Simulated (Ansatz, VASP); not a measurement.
**Rh in VASP and in Ansatz**

File POSCAR:

```
Rh
1.0
    0.0000000000      1.9490887500      1.8540112500
    1.9490887500      0.0000000000      1.8540112500
    1.9490887500      1.9490887500      0.0000000000
Rh
1
Direct
    0.0000000000      0.0000000000      0.0000000000
```

The input INCAR.step1:

```
PREC = Accurate
ENCUT = 520
ISMEAR = 0
SIGMA = 0.15
LREAL = False
LASPH = True
NELM = 100
NBANDS = 14
GGA = PE
ALGO = Normal
EDIFF = 1E-4
LWAVE = True
LCHARG = False
```

The input INCAR.step2:

```
PREC = Accurate
ENCUT = 520
EDIFF = 1E-7
ISMEAR = 0
SIGMA = 0.15
LREAL = False
LASPH = True
NELM = 100
ALGO = Normal
ISIF = 2
LWAVE = False
LCHARG = False
METAGGA = R2SCAN
LMIXTAU = True
NBANDS = 14
ISTART = 1
```

Contents of KPOINTS:

```
regular mesh
0
Gamma
  22 22 22
```

Input for Ansatz:

```yaml
crystal:
  lattice:
    - [0.0, 1.94908875, 1.85401125]
    - [1.94908875, 0.0, 1.85401125]
    - [1.94908875, 1.94908875, 0.0]
  atoms:
    - { symbol: Rh, position: [0.0, 0.0, 0.0] }
basis:
  ecutwfc: 500
kpoints:
  mp_grid: { grid: [22, 22, 22] }
hamiltonian:
  xc: r2scan
scf:
  occupations: { method: gaussian, width: 0.15 }
output:
  forces: true
  stress: true
  eigenvalues: true
  write_density: true
  write_potential: true
  elf: true
  volumetric_format: npy
```

Change from the starting cell: strain +0.025 along x and y, -0.025 along z, atoms carried along.

Alike in both runs: task single point; functional r2SCAN; k mesh 22 × 22 × 22; occupations gaussian, width 0.15 eV; no spin polarisation.

|  | VASP | Ansatz |
| --- | --- | --- |
| version | VASP 6.6.1 | Ansatz 0.2.0 |
| potentials or method | VASP PAW PBE potentials, release 64 (Rh_pv), cutoff 520 eV | scalar-relativistic, plane waves, PAW |
| valence electrons in the cell | 15 | 17 |

Ansatz gave:

```
gap on the k mesh at the Fermi level (eV)                     : none
pressure (GPa)                                                : -6.6
traceless stress, the component that is largest in VASP (GPa) : 7.21
```

Task: What did VASP give for the same quantities?

Result: gap on the k mesh at the Fermi level (eV): none; pressure (GPa): -5.5; traceless stress, the component that is largest in VASP (GPa): 7.25.

VASP's potentials were made for PBE, not for r2SCAN. A gap of «none» marks a metal or a gap that the smearing closes. VASP's potentials hold 15 valence electrons a cell and Ansatz's 17, so a difference there can come from the potentials and not from the codes.
